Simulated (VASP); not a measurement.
Runs of VASP 6.6.1 on GaN. The structure is that of space group P6_3mc (No. 186), or close to it. The cells are those of the table. 

```csv
task,spin,cell,k mesh,cutoff (eV),smearing,gap on the mesh (eV),pressure (GPa)
single point,off,"a = 3.183, b = 3.183, c = 5.159 Å, angles 90.0, 90.0, 120.0°, 4 atoms",8 × 8 × 4,520,gaussian 0.01 eV,1.94,(a)
single point,off,"a = 3.183, b = 3.183, c = 5.211 Å, angles 90.0, 90.0, 120.0°, 4 atoms",8 × 8 × 4,520,gaussian 0.01 eV,1.84,(c)
relaxation of cell and atoms,off,"relaxed from a = 3.180, b = 3.180, c = 5.166 Å, angles 90.0, 90.0, 120.0°, 4 atoms",10 × 10 × 6,600,fermi-dirac 0.05 eV,1.91,0.0
single point,off,"a = 3.183, b = 3.189, c = 5.185 Å, angles 90.1, 90.3, 120.2°, 4 atoms",8 × 8 × 4,520,gaussian 0.01 eV,1.87,-0.2
single point,off,"a = 3.167, b = 3.167, c = 5.159 Å, angles 90.0, 90.0, 120.0°, 4 atoms",8 × 8 × 4,520,gaussian 0.01 eV,1.99,2.7
single point,off,"a = 3.198, b = 3.198, c = 5.211 Å, angles 90.0, 90.0, 120.0°, 4 atoms",8 × 8 × 4,520,gaussian 0.01 eV,1.79,-2.8
single point,off,"a = 3.183, b = 3.183, c = 5.185 Å, angles 90.0, 90.0, 120.0°, 4 atoms",8 × 8 × 4,520,gaussian 0.01 eV,1.89,(b)
relaxation of the atoms,off,"atoms relaxed from a = 3.167, b = 3.167, c = 5.159 Å, angles 90.0, 90.0, 120.0°, 4 atoms",8 × 8 × 4,520,gaussian 0.01 eV,1.99,2.7
single point,"non-collinear, zero start, SOC","a = 3.183, b = 3.183, c = 5.185 Å, angles 90.0, 90.0, 120.0°, 4 atoms",8 × 8 × 4,520,gaussian 0.01 eV,-,-0.2
single point,off,"a = 3.183, b = 3.176, c = 5.185 Å, angles 89.9, 89.7, 119.8°, 4 atoms",8 × 8 × 4,520,gaussian 0.01 eV,1.88,-0.2
single point,off,"a = 3.183, b = 3.183, c = 5.185 Å, angles 90.0, 90.0, 120.0°, 4 atoms",10 × 10 × 6,520,fermi-dirac 0.05 eV,1.89,-0.2
```

Alike in all rows: level PBEsol; potentials or basis VASP PAW PBE potentials, release 64 (Ga_d, N).

Question: Estimate the missing entries.

Answer: (a) 0.7; (b) -0.1; (c) -1.1.

Caveats: the PAW data sets were made with another functional, which shifts forces and pressure a little.

A k mesh can miss the band edges, and rows without SOC leave out spin-orbit coupling on Ga.
